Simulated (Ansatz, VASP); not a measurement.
## Two plane-wave programs on PtF2

The input INCAR:

```
SYSTEM = PtF2
ALGO = Normal
EDIFF = 1E-6
ENCUT = 520
GGA = PE
ISIF = 2
ISMEAR = 0
ISPIN = 2
LASPH = .TRUE.
LCHARG = .FALSE.
LMAXMIX = 4
LORBIT = 11
LREAL = .FALSE.
LWAVE = .FALSE.
MAGMOM = 1 1 0 0 0 0
NBANDS = 37
NELM = 150
PREC = Accurate
SIGMA = 0.1
```

The input KPOINTS:

```
k-points
0
G
  6 6 4
  0 0 0
```

Contents of POSCAR:

```
PtF2
1.0
    4.3250195400      0.0000000000      0.0000000000
   -2.1625097700      3.7455767900      0.0000000000
    0.0000000000      0.0000000000      5.6853565300
Pt F
2 4
Direct
    0.6666666700      0.3333333300      0.2500000000
    0.3333333300      0.6666666700      0.7500000000
    0.0000000000      0.0000000000      0.0000000000
    0.3333333300      0.6666666700      0.2500000000
    0.6666666700      0.3333333300      0.7500000000
    0.0000000000      0.0000000000      0.5000000000
```

Input for Ansatz:

```yaml
crystal:
  lattice:
    - [4.32501954, 0.0, 0.0]
    - [-2.16250977, 3.74557679, 0.0]
    - [0.0, 0.0, 5.68535653]
  atoms:
    - { symbol: Pt, position: [0.66666667, 0.33333333, 0.25], spin: 1.0 }
    - { symbol: Pt, position: [0.33333333, 0.66666667, 0.75], spin: 1.0 }
    - { symbol: F, position: [0.0, 0.0, 0.0] }
    - { symbol: F, position: [0.33333333, 0.66666667, 0.25] }
    - { symbol: F, position: [0.66666667, 0.33333333, 0.75] }
    - { symbol: F, position: [0.0, 0.0, 0.5] }
basis:
  ecutwfc: 420
kpoints:
  mp_grid: { grid: [6, 6, 4] }
hamiltonian:
  xc: pbe
scf:
  occupations: { method: gaussian, width: 0.1 }
  lower_state_search: "off"
output:
  forces: true
  stress: true
  eigenvalues: true
  populations: true
magnetization:
  spin_polarized: true
```

Change from the starting cell: species swapped into the Yb2Sn type (P6_3/mmc, No. 194).

Alike in both runs: task single point; functional PBE; k mesh 6 × 6 × 4; occupations gaussian, width 0.1 eV; collinear spin.

|  | VASP | Ansatz |
| --- | --- | --- |
| version | VASP 6.6.1 | Ansatz 0.2.0 |
| potentials or method | VASP PAW PBE potentials, release 64 (Pt, F), cutoff 520 eV | scalar-relativistic, plane waves, PAW |
| valence electrons in the cell | 48 | 64 |

```csv
,VASP,Ansatz,Ansatz less VASP
gap on the k mesh at the Fermi level (eV),none,none,-
pressure (GPa),-15.0,-14.7,+0.31
"traceless stress, the component that is largest in VASP (GPa)",6.34,6.35,+0.006
net moment per atom (μB),0.67,0.67,0.000
size of the moment on the site where the two differ most (μB),1.51,1.37,-0.140
```

Site moments also hang on the region over which each program counts them. A gap of «none» marks a metal or a gap that the smearing closes. With one functional, cell and mesh, what is left measures potentials, basis and numerics. VASP's potentials hold 48 valence electrons a cell and Ansatz's 64, so a difference there can come from the potentials and not from the codes.

Spin-orbit coupling is off throughout.
